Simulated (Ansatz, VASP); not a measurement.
## One calculation of Pt, two programs

```
Pt
1.0
    -1.58158    1.58158    1.58158
     1.58158   -1.58158    1.58158
     1.58158    1.58158   -1.58158
Pt
1
Direct
  0.00000 0.00000 0.00000
```

Alike in both runs: task single point; functional LDA; k mesh 9 × 9 × 9; occupations fermi-dirac, width 0.05 eV; no spin polarisation.

```csv
,VASP,Ansatz
version,VASP 6.6.1,Ansatz 0.2.0
potentials or method,"VASP PAW LDA potentials, release 64 (Pt), cutoff 500 eV","plane waves, PAW"
valence electrons in the cell,10,18
```

|  | VASP | Ansatz | Ansatz less VASP |
| --- | --- | --- | --- |
| pressure (GPa) | -14.9 | -15.4 | -0.58 |

LDA's correlation is that of Perdew and Zunger in VASP and of Perdew and Wang (1992) in Ansatz. VASP's potentials hold 10 valence electrons a cell and Ansatz's 18, so a difference there can come from the potentials and not from the codes. Ansatz's warnings: stress scf threshold loose.

Neither program's run includes spin-orbit coupling.
